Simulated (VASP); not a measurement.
# Tl (Fd-3m) in VASP: a series of runs, part 2 of 2

VASP 6.6.1. Earlier steps stand in the parts before.

### 5 Relaxation of cell and atoms, PBEsol

This run uses another cell than the first one, of 37.85 Å³/atom, 0.893 times its volume.

The input, INCAR:

```
ALGO     = Normal         # electronic algorithm
EDIFF    = 1E-7           # SCF threshold, eV
EDIFFG   = -0.01          # ionic threshold
ENCUT    = 600            # plane-wave cutoff, eV
GGA      = PS             # functional
IBRION   = 2              # ionic algorithm
ISIF     = 3              # what is computed and relaxed
ISMEAR   = -1             # smearing method
LASPH    = T              # aspherical terms in the spheres
LCHARG   = F              # write CHGCAR
LREAL    = F              # projectors in reciprocal space
LWAVE    = F              # write WAVECAR
NELM     = 80             # most SCF steps
NSW      = 80             # ionic steps
PREC     = Accurate       # precision mode
SIGMA    = 0.1            # smearing width, eV
```

The input, KPOINTS:

```
k-points
0
Gamma
  8 8 8
```

The input, POSCAR:

```
Tl
1.0
    0.0000000000      3.3575531457      3.3575531457
    3.3575531457      0.0000000000      3.3575531457
    3.3575531457      3.3575531457      0.0000000000
Tl
2
Direct
    0.1250000000      0.1250000000      0.1250000000
    0.8750000000      0.8750000000      0.8750000000
```

The run is started by

```bash
$ cat potpaw_PBE.64/Tl_d/POTCAR > POTCAR
$ mpirun -np 1 vasp_std > vasp.out
```

It took 3.4 min on 1 thread of AMD EPYC 7R13 (Zen 3), shared host; peak memory 0.21 GiB.

It converged, with:

* Free energy: -4.3961 eV
* Relaxed volume: 40.79 Å³/atom
* Relaxed cell: a = 4.868 Å, b = 4.868 Å, c = 4.868 Å, α = 60.00°, β = 60.00°, γ = 60.00°
* Space group after relaxing (to 0.05 Å): Fd-3m (No. 227)
* Energy gained by relaxing: 14.8 meV/atom
* Ionic steps: 3
* Pressure after relaxing: 0.0 GPa
* Band gap on the k mesh: zero (band 13 reaches 5.60 eV, above the bottom of band 14 at 2.20 eV)

The path:
| step | energy change (eV) | largest force (eV/Å) | pressure (GPa) | volume (Å³) |
| --- | --- | --- | --- | --- |
| 1 | 0.0000 | 0.0000 | 1.76 | 75.70 |
| 2 | -0.0286 | 0.0000 | 0.29 | 80.36 |
| 3 | -0.0296 | 0.0000 | -0.02 | 81.57 |

Final structure:
```yaml
crystal:
  lattice:
    - [0.00000, 3.44224, 3.44224]
    - [3.44224, 0.00000, 3.44224]
    - [3.44224, 3.44224, 0.00000]
  atoms:
    - { symbol: Tl, position: [0.12500, 0.12500, 0.12500] }
    - { symbol: Tl, position: [0.87500, 0.87500, 0.87500] }
```

Levels at points of the mesh, in eV from the Fermi level:
| k point | band 11 | band 12 | band 13 | band 14 | band 15 | band 16 |
| --- | --- | --- | --- | --- | --- | --- |
| (0.00, 0.00, 0.00) | -8.95 | -0.75 | 2.48 | 2.48 | 2.48 | 4.16 |
| (0.50, 0.00, 0.00) | -7.30 | -4.73 | 0.98 | 1.13 | 1.13 | 5.19 |
| (0.50, 0.50, 0.00) | -5.95 | -5.95 | -0.32 | -0.32 | 2.35 | 2.35 |

Caveat: the PAW data sets were made with another functional, which shifts forces and pressure a little; spin-orbit coupling is left out, which moves the levels of the heavy elements.

### 6 Single point, PBEsol

This run uses another cell than the first one, of 40.73 Å³/atom, 0.962 times its volume.

The input, INCAR:

```
PREC = Accurate
ENCUT = 520
EDIFF = 1E-6
ISMEAR = -1
SIGMA = 0.1
LREAL = False
LASPH = True
NELM = 100
ALGO = Normal
ISIF = 2
LWAVE = False
LCHARG = True
GGA = PS
LELF = True
LVHAR = True
NBANDS = 20
```

The input, KPOINTS:

```
Automatic mesh
0
Gamma
  13 13 13
```

The input, POSCAR:

```
Tl
1.0
    0.0000000000      3.4407587710      3.4407587710
    3.4407587710      0.0000000000      3.4407587710
    3.4407587710      3.4407587710      0.0000000000
Tl
2
Direct
    0.1250000000      0.1250000000      0.1250000000
    0.8750000000      0.8750000000      0.8750000000
```

Potentials or basis: VASP PAW PBE potentials, release 64 (Tl_d).

The run is started by

```bash
$ cat potpaw_PBE.64/Tl_d/POTCAR > POTCAR
$ mpirun -np 1 vasp_std > vasp.out
```

OUTCAR:

```text
PREC = Accurate
   ENCUT = 520
   EDIFF = 1E-6
   ISMEAR = -1
   LREAL = False
   LASPH = True
   NELM = 100
   ISIF = 2
   GGA = PS

 ion  position               nearest neighbor table
   1  0.125  0.125  0.125-   2 2.98   2 2.98   2 2.98   2 2.98
   2  0.875  0.875  0.875-   1 2.98   1 2.98   1 2.98   1 2.98

  LATTYP: Found a face centered cubic cell.
 ALAT       =     6.8815175420

  Lattice vectors:

 A1 = (   0.0000000000,   3.4407587710,   3.4407587710)
 A2 = (   3.4407587710,   0.0000000000,   3.4407587710)
 A3 = (   3.4407587710,   3.4407587710,   0.0000000000)

Analysis of symmetry for initial positions (statically):
[... 5 lines left out ...]
 face centered cubic supercell.

 Subroutine GETGRP returns: Found 48 space group operations
 (whereof 12 operations were pure point group operations)
 out of a pool of 48 trial point group operations.

The static configuration has the point symmetry D_3d.
 The point group associated with its full space group is O_h .

Analysis of symmetry for dynamics (positions and initial velocities):
[... 5 lines left out ...]
 face centered cubic supercell.

[... 139 lines left out ...]
 maximum number of plane-waves:      2209
   NGX = 19   NGY = 19   NGZ = 19

 number of electron      25.9999993 magnetization

 Free energy of the ion-electron system (eV)
  ---------------------------------------------------
  ext. energy  EPLUGINS =         0.00000000
  ---------------------------------------------------
  free energy    TOTEN  =        -4.40176070 eV

  energy without entropy =       -4.35019089  energy(sigma->0) =       -4.37597580

 E-fermi :   3.1562     XC(G=0):  -8.4394

 val. band max:        3.1487523601   @ k =   0.4615   0.3077   0.0000
 cond. band min:       3.1588508229   @ k =   0.3846   0.1538   0.0769
 fundamental gap:      0.0100984628
 Fermi energy:         3.1562084329

 k-point     1 :       0.0000    0.0000    0.0000
  band No.  band energies     occupation
      1      -8.6915      2.00000
      2      -8.6915      2.00000
      3      -8.6915      2.00000
      4      -8.6041      2.00000
      5      -8.6041      2.00000
      6      -7.9775      2.00000
[... 541 lines left out ...]
     19      11.0572      0.00000
     20      12.9192      0.00000

 [... further k-points ...]
[... 5 lines left out ...]
  --------------------------------------------------------------------------------------
  -------------------------------------------------------------------------------------
  Total       -0.0428581     -0.0428581     -0.0428581      0.0000000      0.0000000      0.0000000
  in kB       -0.8428511     -0.8428511     -0.8428511      0.0000000      0.0000000      0.0000000
  external PRESSURE =      -0.8428511 kB  Pullay stress =       0.0000000 kB

 VOLUME and BASIS-vectors are now :
 -----------------------------------------------------------------------------
  energy-cutoff  :      520.00
  volume of cell :       81.47
      direct lattice vectors                 reciprocal lattice vectors
     0.000000000  3.440758771  3.440758771    -0.145316784  0.145316784  0.145316784
     3.440758771  0.000000000  3.440758771     0.145316784 -0.145316784  0.145316784
     3.440758771  3.440758771  0.000000000     0.145316784  0.145316784 -0.145316784

 POSITION                                       TOTAL-FORCE (eV/Angst)
 -----------------------------------------------------------------------------------
      0.86019      0.86019      0.86019        -0.000000      0.000000      0.000000
      6.02133      6.02133      6.02133         0.000000      0.000000     -0.000000
 -----------------------------------------------------------------------------------
    total drift:                                0.000000      0.000000      0.000000

  FREE ENERGIE OF THE ION-ELECTRON SYSTEM (eV)
  ---------------------------------------------------
  free  energy   TOTEN  =        -4.4017606999 eV

  energy  without entropy=       -4.3501908911  energy(sigma->0) =       -4.37597580
```

OSZICAR:

```text
N       E                     dE             d eps       ncg     rms          rms(c)
DAV:   1     0.120609007251E+03    0.12061E+03   -0.13520E+04  3392   0.116E+03
DAV:   2    -0.205704981279E+01   -0.12267E+03   -0.12079E+03  3660   0.253E+02
DAV:   3    -0.442603083108E+01   -0.23690E+01   -0.23558E+01  3868   0.308E+01
DAV:   4    -0.444977759164E+01   -0.23747E-01   -0.23744E-01  3652   0.309E+00
DAV:   5    -0.445035583536E+01   -0.57824E-03   -0.57824E-03  3856   0.445E-01    0.288E+00
DAV:   6    -0.440858174512E+01    0.41774E-01   -0.80884E-02  3608   0.216E+00    0.199E+00
DAV:   7    -0.440213042499E+01    0.64513E-02   -0.30096E-02  3652   0.134E+00    0.774E-01
DAV:   8    -0.440174154495E+01    0.38888E-03   -0.25698E-03  3488   0.337E-01    0.534E-02
DAV:   9    -0.440175170770E+01   -0.10163E-04   -0.46653E-05  3820   0.507E-02    0.246E-02
DAV:  10    -0.440176038556E+01   -0.86779E-05   -0.12612E-05  3536   0.198E-02    0.250E-03
DAV:  11    -0.440176069985E+01   -0.31429E-06   -0.37009E-07  2380   0.415E-03
   1 F= -.44017607E+01 E0= -.43759758E+01  d E =-.515698E-01
```

It took 2.9 min on 1 thread of AMD EPYC 7R13 (Zen 3), shared host; peak memory 0.24 GiB.

Results:

- Free energy: -4.4018 eV
- Pressure: -0.1 GPa
- Band gap on the k mesh: zero (band 13 reaches 5.61 eV, above the bottom of band 14 at 2.43 eV)

Levels at points of the mesh, in eV from the Fermi level:
| k point | band 9 | band 10 | band 11 | band 12 | band 13 | band 14 | band 15 | band 16 | band 17 | band 18 |
| --- | --- | --- | --- | --- | --- | --- | --- | --- | --- | --- |
| (0.00, 0.00, 0.00) | -11.03 | -11.03 | -8.98 | -0.77 | 2.46 | 2.46 | 2.46 | 4.14 | 4.14 | 4.14 |

Caveat: the PAW data sets were made with another functional, which shifts forces and pressure a little; spin-orbit coupling is left out, which moves the levels of the heavy elements.

### 7 The runs side by side

| task | cell | k mesh | cutoff (eV) | gap on the mesh (eV) | pressure (GPa) |
| --- | --- | --- | --- | --- | --- |
| single point | a = 4.930 Å, angles 60.0°, 2 atoms | 9 × 9 × 9 | 520 | none | -0.7 |
| single point | a = 4.992 Å, angles 60.0°, 2 atoms | 9 × 9 × 9 | 520 | none | -1.2 |
| single point | a = 5.053 Å, angles 60.0°, 2 atoms | 9 × 9 × 9 | 520 | none | -1.6 |
| relaxation of cell and atoms | relaxed from a = 4.748 Å, angles 60.0°, 2 atoms | 8 × 8 × 8 | 600 | none | 0.0 |
| single point | a = 4.866 Å, angles 60.0°, 2 atoms | 13 × 13 × 13 | 520 | none | -0.1 |

Alike in all rows: level PBEsol; potentials or basis VASP PAW PBE potentials, release 64 (Tl_d); no spin polarisation; smearing fermi-dirac 0.1 eV.

Caveats: the PAW data sets were made with another functional, which shifts forces and pressure a little; spin-orbit coupling is left out, which moves the levels of the heavy elements.

Total energies depend on the potentials used, so only differences within one code and one set of settings carry meaning.
